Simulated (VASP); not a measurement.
# MnSb (P6_3/mmc) in VASP: notebook

Aim: see how the results for MnSb move with the level of theory and the settings. Levels: PBE, PBEsol. Tasks: single point.

Everything below comes from runs of VASP 6.6.1. Logs are shortened: lines on timing, memory, paths and dates and some standing lists are left out, and cuts for length are marked.

### Step 1. The cell of the first run

It takes space group P6_3/mmc (No. 194, hexagonal). The conventional cell has a = 4.150 Å, b = 4.150 Å, c = 5.780 Å, α = 90.00°, β = 90.00°, γ = 120.00°. Sb (site symmetry -6m2) has 6 Mn at 2.80 Å and 6 Sb at 3.75 Å within 3.8 Å. Within 3.7 Å of Mn (site symmetry -3m) lie 6 Sb at 2.80 Å and 2 Mn at 2.89 Å.

### Step 2. Single point, PBE, collinear spin, ferromagnetic start

INCAR

```
ALGO     = Normal         # electronic algorithm
EDIFF    = 1E-7           # SCF threshold, eV
ENCUT    = 520            # plane-wave cutoff, eV
GGA      = PE             # functional
ISIF     = 2              # what is computed and relaxed
ISMEAR   = 0              # smearing method
ISPIN    = 2              # spin polarisation
LASPH    = T              # aspherical terms in the spheres
LCHARG   = T              # write CHGCAR
LELF     = T              # ELF
LMAXMIX  = 4              # l up to which the mixer works
LORBIT   = 11             # projections on sites
LREAL    = F              # projectors in reciprocal space
LVHAR    = T            
LWAVE    = F              # write WAVECAR
MAGMOM   = 0 0 4 4        # initial moments
NBANDS   = 30             # bands
NELM     = 150            # most SCF steps
PREC     = Accurate       # precision mode
SIGMA    = 0.026000000000000002 # smearing width, eV
```

KPOINTS

```
k-points
0
Gamma
  7 7 5
```

POSCAR

```
MnSb
1.0
    4.1500000000      0.0000000000      0.0000000000
   -2.0750000000      3.5940054257      0.0000000000
    0.0000000000      0.0000000000      5.7800000000
Sb Mn
2 2
Direct
    0.6666666667      0.3333333333      0.7500000000
    0.3333333333      0.6666666667      0.2500000000
    0.0000000000      0.0000000000      0.5000000000
    0.0000000000      0.0000000000      0.0000000000
```

Potentials or basis: VASP PAW PBE potentials, release 64 (Sb, Mn_pv).

Run with:

```sh
> cat potpaw_PBE.64/Sb/POTCAR potpaw_PBE.64/Mn_pv/POTCAR > POTCAR
> mpirun -np 1 vasp_std > vasp.out
```

OUTCAR:

```text
EDIFF = 1E-7
   ENCUT = 520
   GGA = PE
   ISIF = 2
   ISMEAR = 0
   ISPIN = 2
   LASPH = T
   LORBIT = 11
   LREAL = F
   NELM = 150
   PREC = Accurate

 ion  position               nearest neighbor table
   1  0.667  0.333  0.750-   3 2.80   4 2.80   3 2.80   4 2.80   3 2.80   4 2.80   2 3.75   2 3.75
                             2 3.75   2 3.75   2 3.75   2 3.75
   2  0.333  0.667  0.250-   3 2.80   4 2.80   3 2.80   4 2.80   3 2.80   4 2.80   1 3.75   1 3.75
                             1 3.75   1 3.75   1 3.75   1 3.75
   3  0.000  0.000  0.500-   1 2.80   2 2.80   2 2.80   1 2.80   1 2.80   2 2.80   4 2.89   4 2.89

   4  0.000  0.000  0.000-   1 2.80   2 2.80   2 2.80   1 2.80   1 2.80   2 2.80   3 2.89   3 2.89

  LATTYP: Found a hexagonal cell.
 ALAT       =     4.1500000000
 C/A-ratio  =     1.3927710843

  Lattice vectors:

 A1 = (   4.1500000000,   0.0000000000,   0.0000000000)
 A2 = (  -2.0750000000,   3.5940054257,   0.0000000000)
 A3 = (   0.0000000000,   0.0000000000,   5.7800000000)

Analysis of symmetry for initial positions (statically):
=====================================================================
 Subroutine PRICEL returns:
 Original cell was already a primitive cell.

 Routine SETGRP: Setting up the symmetry group for a
 hexagonal supercell.

 Subroutine GETGRP returns: Found 24 space group operations
 (whereof 12 operations were pure point group operations)
 out of a pool of 24 trial point group operations.

The static configuration has the point symmetry D_3d.
 The point group associated with its full space group is D_6h.

Analysis of symmetry for dynamics (positions and initial velocities):
=====================================================================
 Subroutine PRICEL returns:
 Original cell was already a primitive cell.

 Routine SETGRP: Setting up the symmetry group for a
 hexagonal supercell.

 Subroutine GETGRP returns: Found 24 space group operations
 (whereof 12 operations were pure point group operations)
 out of a pool of 24 trial point group operations.

The dynamic configuration has the point symmetry D_3d.
 The point group associated with its full space group is D_6h.

Analysis of structural, dynamic, and magnetic symmetry:
=====================================================================
 Subroutine PRICEL returns:
 Original cell was already a primitive cell.

 Routine SETGRP: Setting up the symmetry group for a
 hexagonal supercell.

 Subroutine GETGRP returns: Found 24 space group operations
 (whereof 12 operations were pure point group operations)
 out of a pool of 24 trial point group operations.

The overall configuration has the point symmetry D_3d.
 The point group associated with its full space group is D_6h.

 Subroutine INISYM returns: Found 24 space group operations
 (whereof 12 operations are pure point group operations),
 and found     1 'primitive' translations

----------------------------------------------------------------------------------------

                                     Primitive cell

  volume of cell :      86.2094

  direct lattice vectors                    reciprocal lattice vectors
     4.150000000  0.000000000  0.000000000     0.240963855  0.139120547  0.000000000
    -2.075000000  3.594005426  0.000000000     0.000000000  0.278241094  0.000000000
     0.000000000  0.000000000  5.780000000     0.000000000  0.000000000  0.173010381

  length of vectors
     4.150000000  4.150000000  5.780000000     0.278241094  0.278241094  0.173010381

  position of ions in fractional coordinates (direct lattice)
     0.666666667  0.333333333  0.750000000
     0.333333333  0.666666667  0.250000000
     0.000000000  0.000000000  0.500000000
     0.000000000  0.000000000  0.000000000

  ion indices of the primitive-cell ions
   primitive index   ion index
                 1           1
                 2           2
                 3           3
                 4           4

----------------------------------------------------------------------------------------

 KPOINTS: k-points

Automatic generation of k-mesh.
 Grid dimensions read from file:
 generate k-points for:    7    7    5

 Generating k-lattice:

  Cartesian coordinates                     Fractional coordinates (reciprocal lattice)
     0.034423408  0.019874364  0.000000000     0.142857143  0.000000000  0.000000000
     0.000000000  0.039748728  0.000000000     0.000000000  0.142857143  0.000000000
     0.000000000  0.000000000  0.034602076     0.000000000  0.000000000  0.200000000

  Length of vectors
     0.039748728  0.039748728  0.034602076

  Shift w.r.t. Gamma in fractional coordinates (k-lattice)
     0.000000000  0.000000000  0.000000000

 Subroutine IBZKPT returns following result:
 ===========================================

 Found     24 irreducible k-points:

 Following reciprocal coordinates:
            Coordinates               Weight
  0.000000  0.000000  0.000000      1.000000
  0.142857  0.000000  0.000000      6.000000
  0.285714  0.000000  0.000000      6.000000
  0.428571 -0.000000  0.000000      6.000000
  0.142857  0.142857  0.000000      6.000000
  0.285714  0.142857  0.000000     12.000000
[... 16 lines left out ...]
  0.428571  0.142857  0.400000     12.000000
  0.285714  0.285714  0.400000     12.000000
   k-points           NKPTS =     24   k-points in BZ     NKDIM =     24   number of bands    NBANDS=     30
   number of dos      NEDOS =    301   number of ions     NIONS =      4
   total plane-waves  NPLWV =  49152
   dimension x,y,z NGX =    32 NGY =   32 NGZ =   48
   dimension x,y,z NGXF=    64 NGYF=   64 NGZF=   96
   ions per type =               2   2
   NGX,Y,Z   is equivalent  to a cutoff of  12.82, 12.82, 13.81 a.u.
   NGXF,Y,Z  is equivalent  to a cutoff of  25.64, 25.64, 27.61 a.u.
 SYSTEM =  unknown system
   PREC   = accura    normal or accurate (medium, high low for compatibility)
   ISTART =      0    job   : 0-new  1-cont  2-samecut
   ICHARG =      2    charge: 1-file 2-atom 10-const
   ISPIN  =      2    spin polarized calculation?
   LNONCOLLINEAR =      F non collinear calculations
   LSORBIT =      F    spin-orbit coupling
   LASPH  =      T    aspherical Exc in radial PAW
   ENCUT  =  520.0 eV  38.22 Ry    6.18 a.u.   7.72  7.72 10.75*2*pi/ulx,y,z
   NELM   =    150;   NELMIN=  2; NELMDL= -5     # of ELM steps
   EDIFF  = 0.1E-06   stopping-criterion for ELM
   LREAL  =      F    real-space projection
   EDIFFG = 0.1E-05   stopping-criterion for IOM
   NSW    =      0    number of steps for IOM
   IBRION =     -1    ionic relax: 0-MD 1-quasi-New 2-CG
   NFREE  =      0    steps in history (QN), initial steepest desc. (CG)
   ISIF   =      2    stress and relaxation
   ISYM   =      2    0-nonsym 1-usesym 2-fastsym
   POTIM  = 0.5000    time-step for ionic-motion
   TEBEG  =    0.0;   TEEND  =   0.0 temperature during run
   PSTRESS=    0.0 pullay stress
   NELECT =      36.0000    total number of electrons
   NUPDOWN=      -1.0000    fix difference up-down
   EMIN   =  10.00;   EMAX   =-10.00  energy-range for DOS
   EFERMI =   0.00;   METHOD = LEGACY
   ISMEAR =     0;   SIGMA  =   0.03  broadening in eV -4-tet -1-fermi 0-gaus
   EFERMI_NEDOS =   21; number of points for ismear=-14 and -15
   IALGO  =     38    algorithm
   IMIX   =      4    mixing-type and parameters
     AMIX     =   0.40;   BMIX     =  1.00
     AMIX_MAG =   1.60;   BMIX_MAG =  1.00
  volume/ion in A,a.u.               =      21.55       145.44
  Fermi-wavevector in a.u.,A,eV,Ry     =   1.223651  2.312364 20.372288  1.497321
  Thomas-Fermi vector in A             =   2.358754
   LORBIT       =     11    0 simple, 1 ext, 2 COOP (PROOUT), +10 PAW based schemes
   GGA     = PE    functional components
   LHFCALC =     F    Hartree Fock is set to
   AEXX    =    0.0000 exact exchange contribution
   IVDW    =     0    specifies the selected vdW correction
   LEPSILON=     F    determine dielectric tensor
   LRPA    =     F    only Hartree local field effects (RPA)
 spin polarized calculation
 Gauss-broadening in eV      SIGMA  =   0.03
  energy-cutoff  :      520.00
  volume of cell :       86.21
 maximum number of plane-waves:      2350
 NGX is ok and might be reduce to    32
   NGX = 15   NGY = 15   NGZ = 21

 number of electron      36.0000010 magnetization       6.6821269

 Free energy of the ion-electron system (eV)
  ---------------------------------------------------
  ext. energy  EPLUGINS =         0.00000000
  ---------------------------------------------------
  free energy    TOTEN  =       -26.31122358 eV

  energy without entropy =      -26.30997642  energy(sigma->0) =      -26.31060000

 E-fermi :   7.6313     XC(G=0): -10.6090

 val. band max:        7.6249355504   @ k =   0.2857   0.0000   0.4000
 cond. band min:       7.6335268724   @ k =   0.0000   0.0000   0.4000
 fundamental gap:      0.0085913220
 Fermi energy:         7.6312835344

 spin component 1

 k-point     1 :       0.0000    0.0000    0.0000
  band No.  band energies     occupation
      1     -42.2919      1.00000
      2     -42.2919      1.00000
      3     -42.2844      1.00000
      4     -42.2844      1.00000
      5     -42.0597      1.00000
      6     -41.9803      1.00000
[... 781 lines left out ...]
     29      15.1386      0.00000
     30      15.4239      0.00000
 Fermi energy:         7.6312835344

 spin component 2

 k-point     1 :       0.0000    0.0000    0.0000
  band No.  band energies     occupation
      1     -38.6629      1.00000
      2     -38.6629      1.00000
      3     -38.6538      1.00000
      4     -38.6538      1.00000
      5     -38.6115      1.00000
      6     -38.5173      1.00000
[... 781 lines left out ...]
     29      15.4820      0.00000
     30      15.8370      0.00000

------------------------ aborting loop because EDIFF is reached ----------------------------------------

  FORCE on cell =-STRESS in cart. coord.  units (eV):
  Direction    XX          YY          ZZ          XY          YZ          ZX
  --------------------------------------------------------------------------------------
  -------------------------------------------------------------------------------------
  Total       -1.6235568     -1.6235568     -2.2719222      0.0000000      0.0000000      0.0000000
  in kB      -30.1733417    -30.1733417    -42.2230287      0.0000000      0.0000000      0.0000000
  external PRESSURE =     -34.1899040 kB  Pullay stress =       0.0000000 kB

 VOLUME and BASIS-vectors are now :
 -----------------------------------------------------------------------------
  energy-cutoff  :      520.00
  volume of cell :       86.21
      direct lattice vectors                 reciprocal lattice vectors
     4.150000000  0.000000000  0.000000000     0.240963855  0.139120547  0.000000000
    -2.075000000  3.594005426  0.000000000     0.000000000  0.278241094  0.000000000
     0.000000000  0.000000000  5.780000000     0.000000000  0.000000000  0.173010381

 POSITION                                       TOTAL-FORCE (eV/Angst)
 -----------------------------------------------------------------------------------
      2.07500      1.19800      4.33500        -0.000000     -0.000000      0.000000
     -0.00000      2.39600      1.44500        -0.000000      0.000000      0.000000
      0.00000      0.00000      2.89000         0.000000      0.000000      0.000000
      0.00000      0.00000      0.00000         0.000000      0.000000      0.000000
 -----------------------------------------------------------------------------------
    total drift:                               -0.000000      0.000000      0.000000

  FREE ENERGIE OF THE ION-ELECTRON SYSTEM (eV)
  ---------------------------------------------------
  free  energy   TOTEN  =       -26.3112235774 eV

  energy  without entropy=      -26.3099764172  energy(sigma->0) =      -26.31060000

 total charge

# of ion       s       p       d       tot
------------------------------------------
    1        1.141   1.263   0.041   2.444
    2        1.141   1.263   0.041   2.444
    3        0.273   6.208   5.033  11.514
    4        0.273   6.208   5.033  11.514
--------------------------------------------------
tot          2.828  14.940  10.147  27.916

 magnetization (x)

# of ion       s       p       d       tot
------------------------------------------
    1        0.010  -0.146   0.006  -0.130
    2        0.010  -0.146   0.006  -0.130
    3        0.037   0.026   3.330   3.393
    4        0.037   0.026   3.330   3.393
--------------------------------------------------
tot          0.094  -0.240   6.671   6.525
```

Wall time 2.4 min (1 thread of Intel Xeon 8259CL, shared host); peak memory 0.3 GiB.

What came out:

| Quantity | Value |
| --- | --- |
| Free energy | -26.3112 eV |
| Pressure | -3.4 GPa |
| Net moment | 6.68 μB per cell |
| Site moments | Sb -0.13; Mn +3.39 μB |
| Valence electrons inside the program's atomic spheres | Sb 2.44; Mn 11.51 |

Caveat: the cell stands under tension; spin-orbit coupling is left out, which moves the levels of the heavy elements; only a ferromagnetic start was run, and an antiferromagnetic order may lie lower in energy.

### Step 3. Single point, PBEsol, collinear spin, ferromagnetic start

INCAR

```
SYSTEM = MnSb
PREC     = Accurate       ! precision mode
ENCUT    = 520            ! plane-wave cutoff, eV
EDIFF    = 1E-7           ! SCF threshold, eV
ISMEAR   = -1             ! smearing method
SIGMA    = 0.05           ! smearing width, eV
LREAL    = .False.        ! projectors in reciprocal space
LASPH    = .True.         ! aspherical terms in the spheres
NELM     = 150            ! most SCF steps
ALGO     = Normal         ! electronic algorithm
ISIF     = 2              ! what is computed and relaxed
LWAVE    = .False.        ! write WAVECAR
LCHARG   = .False.        ! write CHGCAR
ISPIN    = 2              ! spin polarisation
MAGMOM   = 0 0 4 4        ! initial moments
LORBIT   = 11             ! projections on sites
LMAXMIX  = 4              ! l up to which the mixer works
GGA      = PS             ! functional
NBANDS   = 30             ! bands
```

KPOINTS

```
regular mesh
0
Gamma
  7 7 5
  0 0 0
```

POSCAR is that of step 2.

Potentials or basis: VASP PAW PBE potentials, release 64 (Sb, Mn_pv).

Run with:

```sh
> cat potpaw_PBE.64/Sb/POTCAR potpaw_PBE.64/Mn_pv/POTCAR > POTCAR
> mpirun -np 1 vasp_std > vasp.out
```

Wall time 2.6 min (1 thread of AMD EPYC 7R43 (Zen 3), shared host); peak memory 0.26 GiB.

The run converged. Its results:

```
Free energy                                           : -28.2300 eV
Pressure                                              : -7.1 GPa
Net moment                                            : 6.69 μB per cell
Site moments                                          : Sb -0.12; Mn +3.38 μB
Valence electrons inside the program's atomic spheres : Sb 2.44; Mn 11.52
```

Stress tensor (GPa, compression positive):
```
-6.70  0.00  0.00
 0.00 -6.70  0.00
 0.00  0.00 -7.82
```

Levels at points of the mesh, in eV from the Fermi level:
Spin up:
| k point | band 17 | band 18 | band 19 | band 20 | band 21 | band 22 | band 23 | band 24 | band 25 | band 26 |
| --- | --- | --- | --- | --- | --- | --- | --- | --- | --- | --- |
| (0.00, 0.00, 0.00) | -1.85 | -1.85 | -0.50 | 0.49 | 0.49 | 2.26 | 2.26 | 2.61 | 2.96 | 4.28 |
Spin down:
```csv
k point,band 13,band 14,band 15,band 16,band 17,band 18
"(0.00, 0.00, 0.00)",-0.02,-0.02,0.31,0.31,0.59,0.59
```

Caveat: the cell stands under tension; the PAW data sets were made with another functional, which shifts forces and pressure a little; spin-orbit coupling is left out, which moves the levels of the heavy elements; only a ferromagnetic start was run, and an antiferromagnetic order may lie lower in energy.

### Step 4. Single point, PBE, collinear spin, ferromagnetic start

INCAR

```
  PREC = Accurate
  ENCUT = 520
  EDIFF = 1E-6
  ISMEAR = -1
  SIGMA = 0.05
  LREAL = F
  LASPH = T
  NELM = 150
  ALGO = Normal
  ISIF = 2
  LWAVE = F
  LCHARG = T
  ISPIN = 2
  MAGMOM = 0 0 1 1
  LORBIT = 11
  NUPDOWN = 2.0
  LMAXMIX = 4
  GGA = PE
  LELF = T
  LVHAR = T
  NBANDS = 30
```

KPOINTS

```
Automatic mesh
0
Gamma
  6 6 4
```

POSCAR is that of step 3.

Run with:

```sh
> cat potpaw_PBE.64/Sb/POTCAR potpaw_PBE.64/Mn_pv/POTCAR > POTCAR
> mpirun -np 1 vasp_std > vasp.out
```

Wall time 57 s (1 thread of Intel Xeon 6975P-C (Granite Rapids), shared host); peak memory 0.29 GiB.

The run converged. Its results:

```yaml
Free_energy: -24.7642 eV
Pressure: -14.2 GPa
Net_moment: 2.00 μB per cell
Site_moments: Sb -0.09; Mn +1.15 μB
Valence_electrons_inside_the_program's_atomic_spheres: Sb 2.38; Mn 11.57
```

Stress tensor (GPa, compression positive):
```
-12.90   0.00   0.00
  0.00 -12.90   0.00
  0.00   0.00 -16.88
```

Caveat: the cell stands under tension; spin-orbit coupling is left out, which moves the levels of the heavy elements; the total moment is fixed, so each spin has its own Fermi level; only a ferromagnetic start was run, and an antiferromagnetic order may lie lower in energy.

### Step 5. Single point, PBE, collinear spin, ferromagnetic start

INCAR

```
SYSTEM = MnSb
ALGO = Normal
EDIFF = 1E-6
ENCUT = 520
GGA = PE
ISIF = 2
ISMEAR = -1
ISPIN = 2
LASPH = .True.
LCHARG = .False.
LMAXMIX = 4
LORBIT = 11
LREAL = .False.
LWAVE = .False.
MAGMOM = 0 0 2 2
NBANDS = 30
NELM = 150
NUPDOWN = 4.0
PREC = Accurate
SIGMA = 0.05
```

KPOINTS

```
k-points
0
Gamma
  6 6 4
  0 0 0
```

POSCAR is that of step 4.

Run with:

```sh
> cat potpaw_PBE.64/Sb/POTCAR potpaw_PBE.64/Mn_pv/POTCAR > POTCAR
> mpirun -np 1 vasp_std > vasp.out
```

Run time: 60 s. Hardware: 1 thread of Intel Xeon 6975P-C (Granite Rapids), shared host; peak memory 0.29 GiB.

The run converged. Its results:

- Free energy: -25.5480 eV
- Pressure: -11.5 GPa
- Net moment: 4.00 μB per cell
- Site moments: Sb -0.17; Mn +2.25 μB
- Valence electrons inside the program's atomic spheres: Sb 2.40; Mn 11.56

Stress tensor (GPa, compression positive):
```
-10.55   0.00   0.00
  0.00 -10.55   0.00
  0.00   0.00 -13.32
```

Caveat: the cell stands under tension; spin-orbit coupling is left out, which moves the levels of the heavy elements; the total moment is fixed, so each spin has its own Fermi level; only a ferromagnetic start was run, and an antiferromagnetic order may lie lower in energy.

### Step 6. Summary

| level | fixed moment (μB) | k mesh | smearing | gap on the mesh (eV) | pressure (GPa) | moment (μB) |
| --- | --- | --- | --- | --- | --- | --- |
| PBE | - | 7 × 7 × 5 | gaussian 0.026 eV | none | -3.4 | 6.68 |
| PBEsol | - | 7 × 7 × 5 | fermi-dirac 0.05 eV | none | -7.1 | 6.69 |
| PBE | 2.0 | 6 × 6 × 4 | fermi-dirac 0.05 eV | - | -14.2 | 2.00 |
| PBE | 4.0 | 6 × 6 × 4 | fermi-dirac 0.05 eV | - | -11.5 | 4.00 |

Alike in all rows: task single point; potentials or basis VASP PAW PBE potentials, release 64 (Sb, Mn_pv); spin collinear, ferromagnetic start; cell as given; cutoff (eV) 520.

The pressure there spans -14.2 GPa (PBE) to -3.4 GPa (PBE); a positive pressure means that this level wants a larger cell, a negative one a smaller.

Caveats: the cell stands under tension; spin-orbit coupling is left out, which moves the levels of the heavy elements; only a ferromagnetic start was run, and an antiferromagnetic order may lie lower in energy; the total moment is fixed, so each spin has its own Fermi level (at least some runs); the PAW data sets were made with another functional, which shifts forces and pressure a little (at least some runs).

Total energies depend on the potentials used, so only differences within one code and one set of settings carry meaning.
